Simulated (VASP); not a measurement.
# Pt (Cmcm) in VASP: a series of runs

Pt is run at these levels: LDA; tasks: single point.

Everything below comes from runs of VASP 6.6.1. Logs are shortened: lines on timing, memory, paths and dates and some standing lists are left out, and cuts for length are marked.

## Step 1: The cell of the first run

Symmetry: Cmcm, No. 63, orthorhombic system. Conventional cell: a = 2.843 Å, b = 4.638 Å, c = 4.792 Å, α = 90.00°, β = 90.00°, γ = 90.00°. Within 3.6 Å of Pt (site symmetry m2m) lie 12 Pt at 2.72 to 2.89 Å.

## Step 2: Single point, LDA (strain +0.0300 x Voigt [1, -1, 0, 0, 0, 0])

INCAR reads:

```
SYSTEM = Pt
ALGO = Fast
EDIFF = 1E-6
ENCUT = 520
ISIF = 2
ISMEAR = 0
LASPH = .TRUE.
LCHARG = .FALSE.
LREAL = .FALSE.
LWAVE = .FALSE.
NBANDS = 17
NELM = 60
PREC = Accurate
SIGMA = 0.15
```

KPOINTS reads:

```
k-points
0
G
  21 21 10
  0 0 0
```

POSCAR reads:

```
Pt
1.0
    2.8434855843      0.0000000000      0.0000000000
   -1.4217427921      2.3190823580      0.0000000000
    0.0000000000      0.0000000000      4.7921340000
Pt
2
Direct
    0.6666666667      0.3333333333      0.7500000000
    0.3333333333      0.6666666667      0.2500000000
```

Potentials or basis: VASP PAW LDA potentials, release 64 (Pt).

Started as:

```bash
$ cat potpaw_LDA.64/Pt/POTCAR > POTCAR
$ mpirun -np 1 vasp_std > vasp.out
```

OUTCAR:

```text
SYSTEM = Pt
   EDIFF = 1E-6
   ENCUT = 520
   ISIF = 2
   ISMEAR = 0
   LASPH = .TRUE.
   LREAL = .FALSE.
   NELM = 60
   PREC = Accurate

 ion  position               nearest neighbor table
   1  0.667  0.333  0.750-   2 2.85   2 2.85   2 2.89   2 2.89   2 2.89   2 2.89
   2  0.333  0.667  0.250-   1 2.85   1 2.85   1 2.89   1 2.89   1 2.89   1 2.89

  Warning from LATTYP: Monoclinic adjustment (A1->A3, A2->A1, A3->A2)!
  LATTYP: Found a base centered orthorhombic cell.
 ALAT       =     2.8434855843
 B/A-ratio  =     1.6311546440
 C/A-ratio  =     1.6853027237

  Lattice vectors:

 A1 = (   1.4217427921,  -2.3190823580,   0.0000000000)
 A2 = (   1.4217427922,   2.3190823580,   0.0000000000)
 A3 = (   0.0000000000,   0.0000000000,   4.7921340000)

Analysis of symmetry for initial positions (statically):
=====================================================================
 Subroutine PRICEL returns:
 Original cell was already a primitive cell.

 Routine SETGRP: Setting up the symmetry group for a
 base centered orthorhombic supercell.

 Subroutine GETGRP returns: Found  8 space group operations
 (whereof  4 operations were pure point group operations)
 out of a pool of  8 trial point group operations.

The static configuration has the point symmetry C_2h.
 The point group associated with its full space group is D_2h.

Analysis of symmetry for dynamics (positions and initial velocities):
=====================================================================
 Subroutine PRICEL returns:
 Original cell was already a primitive cell.

 Routine SETGRP: Setting up the symmetry group for a
 base centered orthorhombic supercell.

 Subroutine GETGRP returns: Found  8 space group operations
 (whereof  4 operations were pure point group operations)
 out of a pool of  8 trial point group operations.

The dynamic configuration has the point symmetry C_2h.
 The point group associated with its full space group is D_2h.

 Subroutine INISYM returns: Found  8 space group operations
 (whereof  4 operations are pure point group operations),
 and found     1 'primitive' translations

----------------------------------------------------------------------------------------

                                     Primitive cell

  volume of cell :      31.6007

  direct lattice vectors                    reciprocal lattice vectors
     2.843485584  0.000000000  0.000000000     0.351681051  0.215602520  0.000000000
    -1.421742792  2.319082358  0.000000000     0.000000000  0.431205040  0.000000000
     0.000000000  0.000000000  4.792134000     0.000000000  0.000000000  0.208675300

  length of vectors
     2.843485584  2.720201380  4.792134000     0.412509404  0.431205040  0.208675300

  position of ions in fractional coordinates (direct lattice)
     0.666666667  0.333333333  0.750000000
     0.333333333  0.666666667  0.250000000

  ion indices of the primitive-cell ions
   primitive index   ion index
                 1           1
                 2           2

----------------------------------------------------------------------------------------

 KPOINTS: k-points

Automatic generation of k-mesh.
 Grid dimensions read from file:
 generate k-points for:   21   21   10

 Generating k-lattice:

  Cartesian coordinates                     Fractional coordinates (reciprocal lattice)
     0.016746717  0.010266787  0.000000000     0.047619048 -0.000000000  0.000000000
     0.000000000  0.020533573  0.000000000     0.000000000  0.047619048  0.000000000
     0.000000000  0.000000000  0.020867530     0.000000000  0.000000000  0.100000000

  Length of vectors
     0.019643305  0.020533573  0.020867530

  Shift w.r.t. Gamma in fractional coordinates (k-lattice)
     0.000000000  0.000000000  0.000000000

 Subroutine IBZKPT returns following result:
 ===========================================

 Found    726 irreducible k-points:

 Following reciprocal coordinates:
            Coordinates               Weight
  0.000000  0.000000  0.000000      1.000000
  0.047619  0.000000  0.000000      4.000000
  0.095238  0.000000  0.000000      4.000000
  0.142857  0.000000  0.000000      4.000000
  0.190476  0.000000  0.000000      4.000000
  0.238095  0.000000  0.000000      4.000000
[... 16 lines left out ...]
 -0.476190  0.047619  0.000000      4.000000
 -0.428571  0.047619  0.000000      4.000000
 [... further k-points ...]
   k-points           NKPTS =    726   k-points in BZ     NKDIM =    726   number of bands    NBANDS=     17
   number of dos      NEDOS =    301   number of ions     NIONS =      2
   total plane-waves  NPLWV =  17280
   dimension x,y,z NGX =    24 NGY =   20 NGZ =   36
   dimension x,y,z NGXF=    48 NGYF=   40 NGZF=   72
   ions per type =               2
   NGX,Y,Z   is equivalent  to a cutoff of  14.03, 12.22, 12.49 a.u.
   NGXF,Y,Z  is equivalent  to a cutoff of  28.06, 24.45, 24.98 a.u.
 SYSTEM =  Pt
   PREC   = accura    normal or accurate (medium, high low for compatibility)
   ISTART =      0    job   : 0-new  1-cont  2-samecut
   ICHARG =      2    charge: 1-file 2-atom 10-const
   ISPIN  =      1    spin polarized calculation?
   LNONCOLLINEAR =      F non collinear calculations
   LSORBIT =      F    spin-orbit coupling
   LASPH  =      T    aspherical Exc in radial PAW
   ENCUT  =  520.0 eV  38.22 Ry    6.18 a.u.   5.29  5.06  8.91*2*pi/ulx,y,z
   NELM   =     60;   NELMIN=  2; NELMDL= -5     # of ELM steps
   EDIFF  = 0.1E-05   stopping-criterion for ELM
   LREAL  =      F    real-space projection
   EDIFFG = 0.1E-04   stopping-criterion for IOM
   NSW    =      0    number of steps for IOM
   IBRION =     -1    ionic relax: 0-MD 1-quasi-New 2-CG
   NFREE  =      0    steps in history (QN), initial steepest desc. (CG)
   ISIF   =      2    stress and relaxation
   ISYM   =      2    0-nonsym 1-usesym 2-fastsym
   POTIM  = 0.5000    time-step for ionic-motion
   TEBEG  =    0.0;   TEEND  =   0.0 temperature during run
   PSTRESS=    0.0 pullay stress
   NELECT =      20.0000    total number of electrons
   NUPDOWN=      -1.0000    fix difference up-down
   EMIN   =  10.00;   EMAX   =-10.00  energy-range for DOS
   EFERMI =   0.00;   METHOD = LEGACY
   ISMEAR =     0;   SIGMA  =   0.15  broadening in eV -4-tet -1-fermi 0-gaus
   EFERMI_NEDOS =   21; number of points for ismear=-14 and -15
   IALGO  =     68    algorithm
   IMIX   =      4    mixing-type and parameters
     AMIX     =   0.40;   BMIX     =  1.00
     AMIX_MAG =   1.60;   BMIX_MAG =  1.00
  volume/ion in A,a.u.               =      15.80       106.63
  Fermi-wavevector in a.u.,A,eV,Ry     =   1.405571  2.656144 26.880074  1.975630
  Thomas-Fermi vector in A             =   2.528019
   LORBIT       =      0    0 simple, 1 ext, 2 COOP (PROOUT), +10 PAW based schemes
   GGA     = CA    functional components
   LHFCALC =     F    Hartree Fock is set to
   AEXX    =    0.0000 exact exchange contribution
   IVDW    =     0    specifies the selected vdW correction
   LEPSILON=     F    determine dielectric tensor
   LRPA    =     F    only Hartree local field effects (RPA)
 non-spin polarized calculation
 RMM-DIIS sequential band-by-band and
 Gauss-broadening in eV      SIGMA  =   0.15
  energy-cutoff  :      520.00
  volume of cell :       31.60
 maximum number of plane-waves:       871
 NGX is ok and might be reduce to    24
   NGX = 11   NGY = 11   NGZ = 17

 number of electron      20.0000002 magnetization

 Free energy of the ion-electron system (eV)
  ---------------------------------------------------
  ext. energy  EPLUGINS =         0.00000000
  ---------------------------------------------------
  free energy    TOTEN  =       -14.77873659 eV

  energy without entropy =      -14.73379798  energy(sigma->0) =      -14.75626728

 E-fermi :  10.2177     XC(G=0): -13.4116

 val. band max:       10.2174111220   @ k =   0.0952   0.3333   0.2000
 cond. band min:      10.2183322601   @ k =  -0.4286   0.0952   0.3000
 fundamental gap:      0.0009211382
 Fermi energy:        10.2177179733

 k-point     1 :       0.0000    0.0000    0.0000
  band No.  band energies     occupation
      1       0.5148      2.00000
      2       3.1424      2.00000
      3       6.2456      2.00000
      4       6.2761      2.00000
      5       6.6697      2.00000
      6       7.3409      2.00000
[... 9 lines left out ...]
     16      27.4887      0.00000
     17      30.5524      0.00000

 k-point     2 :       0.0476    0.0000    0.0000
  band No.  band energies     occupation
      1       0.5948      2.00000
      2       3.2156      2.00000
      3       6.1565      2.00000
      4       6.3867      2.00000
      5       6.6672      2.00000
      6       7.3706      2.00000
[... 9 lines left out ...]
     16      27.5770      0.00000
     17      30.1131      0.00000

 k-point     3 :       0.0952    0.0000    0.0000
  band No.  band energies     occupation
      1       0.8303      2.00000
      2       3.4250      2.00000
      3       6.0505      2.00000
      4       6.5081      2.00000
      5       6.6921      2.00000
      6       7.4765      2.00000
[... 9 lines left out ...]
     16      27.6870      0.00000
     17      29.3444      0.00000

 k-point     4 :       0.1429    0.0000    0.0000
  band No.  band energies     occupation
      1       1.2074      2.00000
      2       3.7339      2.00000
      3       5.9397      2.00000
      4       6.4689      2.00000
      5       6.9027      2.00000
      6       7.2414      2.00000
[... 9 lines left out ...]
     16      27.5839      0.00000
     17      29.0008      0.00000
[... 343 lines left out ...]
      1       3.8279      2.00000
      2       3.8995      2.00000
      3       4.5851      2.00000
      4       6.7628      2.00000
      5       7.1331      2.00000
      6       7.3432      2.00000
[... 9 lines left out ...]
     16      22.6474      0.00000
     17      23.5211      0.00000

 k-point    23 :      -0.4762    0.0476    0.0000
  band No.  band energies     occupation
      1       3.8004      2.00000
      2       3.9270      2.00000
      3       4.6424      2.00000
      4       6.8317      2.00000
      5       6.9914      2.00000
      6       7.3265      2.00000
[... 9 lines left out ...]
     16      22.8774      0.00000
     17      23.7333      0.00000

 k-point    24 :      -0.4286    0.0476    0.0000
  band No.  band energies     occupation
      1       3.7097      2.00000
      2       4.0067      2.00000
      3       4.7975      2.00000
      4       6.6894      2.00000
      5       6.9568      2.00000
      6       7.2989      2.00000
[... 9 lines left out ...]
     16      23.5656      0.00000
     17      24.2106      0.00000

 [... further k-points ...]

------------------------ aborting loop because EDIFF is reached ----------------------------------------

  FORCE on cell =-STRESS in cart. coord.  units (eV):
  Direction    XX          YY          ZZ          XY          YZ          ZX
  --------------------------------------------------------------------------------------
  -------------------------------------------------------------------------------------
  Total       -3.6724564     -1.6794172     -3.0857891     -0.0000000     -0.0000000      0.0000000
  in kB     -186.1963140    -85.1477193   -156.4518384     -0.0000000     -0.0000000      0.0000000
  external PRESSURE =    -142.5986239 kB  Pullay stress =       0.0000000 kB

 VOLUME and BASIS-vectors are now :
 -----------------------------------------------------------------------------
  energy-cutoff  :      520.00
  volume of cell :       31.60
      direct lattice vectors                 reciprocal lattice vectors
     2.843485584  0.000000000  0.000000000     0.351681051  0.215602520  0.000000000
    -1.421742792  2.319082358  0.000000000     0.000000000  0.431205040  0.000000000
     0.000000000  0.000000000  4.792134000     0.000000000  0.000000000  0.208675300

 POSITION                                       TOTAL-FORCE (eV/Angst)
 -----------------------------------------------------------------------------------
      1.42174      0.77303      3.59410         0.000000      0.017998      0.000000
     -0.00000      1.54605      1.19803        -0.000000     -0.017998      0.000000
 -----------------------------------------------------------------------------------
    total drift:                               -0.000000      0.000000     -0.000000

  FREE ENERGIE OF THE ION-ELECTRON SYSTEM (eV)
  ---------------------------------------------------
  free  energy   TOTEN  =       -14.7787365884 eV

  energy  without entropy=      -14.7337979778  energy(sigma->0) =      -14.75626728
```

Run time: 2.9 min. Hardware: 1 thread of AMD EPYC 9R45 (Zen 5), shared host; peak memory 0.36 GiB.

Results:

| Quantity | Value |
| --- | --- |
| Free energy | -14.7787 eV |
| Pressure | -14.3 GPa |
| Largest force | 0.018 eV/Å |
| Band gap on the k mesh | zero (bands 10 and 11 overlap by 1.40 eV) |

Forces in eV/Å, atoms in the order of the input:
```
Pt   0.000  0.018  0.000
Pt   0.000 -0.018  0.000
```

Caveat: the cell differs from its parent crystal (strain +0.0300 x Voigt [1, -1, 0, 0, 0, 0]); the stress differs along the axes, from -19 to -9 GPa; spin-orbit coupling is left out, which moves the levels of the heavy elements.

## Step 3: Single point, LDA (strain -0.0300 x Voigt [1, -1, 0, 0, 0, 0])

INCAR reads:

```
SYSTEM = Pt
ALGO = Fast ; EDIFF = 1E-6
ENCUT = 520 ; ISIF = 2
ISMEAR = 0 ; LASPH = .True.
LCHARG = .False. ; LREAL = .False.
LWAVE = .False. ; NBANDS = 17
NELM = 60 ; PREC = Accurate
SIGMA = 0.15
```

KPOINTS reads:

```
k-points
0
Gamma
  21 21 10
  0 0 0
```

POSCAR reads:

```
Pt
1.0
    2.6778456473      0.0000000000      0.0000000000
   -1.3389228237      2.4625307513      0.0000000000
    0.0000000000      0.0000000000      4.7921340000
Pt
2
Direct
    0.6666666667      0.3333333333      0.7500000000
    0.3333333333      0.6666666667      0.2500000000
```

Potentials or basis: VASP PAW LDA potentials, release 64 (Pt).

Started as:

```bash
$ cat potpaw_LDA.64/Pt/POTCAR > POTCAR
$ mpirun -np 1 vasp_std > vasp.out
```

Run time: 2.9 min. Hardware: 1 thread of AMD EPYC 9R45 (Zen 5), shared host; peak memory 0.37 GiB.

The run converged. Its results:

- Free energy: -14.7721 eV
- Pressure: -14.2 GPa
- Band gap on the k mesh: zero (bands 10 and 11 overlap by 1.19 eV)

Stress tensor (GPa, compression positive):
```
 -6.73   0.00   0.00
  0.00 -20.23   0.00
  0.00   0.00 -15.50
```

Levels at points of the mesh, in eV from the Fermi level:
```
           k point  band 6  band 7  band 8  band 9  band 10  band 11  band 12  band 13  band 14  band 15
(0.00, 0.00, 0.00)   -2.89   -2.56   -1.91   -1.66    -0.72    -0.31    -0.09     4.65    15.06    15.66
(0.00, 0.00, 0.50)   -3.87   -2.92   -2.92   -0.89    -0.89    -0.64    -0.64    11.90    11.90    15.47
```

Caveat: the cell differs from its parent crystal (strain -0.0300 x Voigt [1, -1, 0, 0, 0, 0]); the stress differs along the axes, from -20 to -7 GPa; spin-orbit coupling is left out, which moves the levels of the heavy elements.
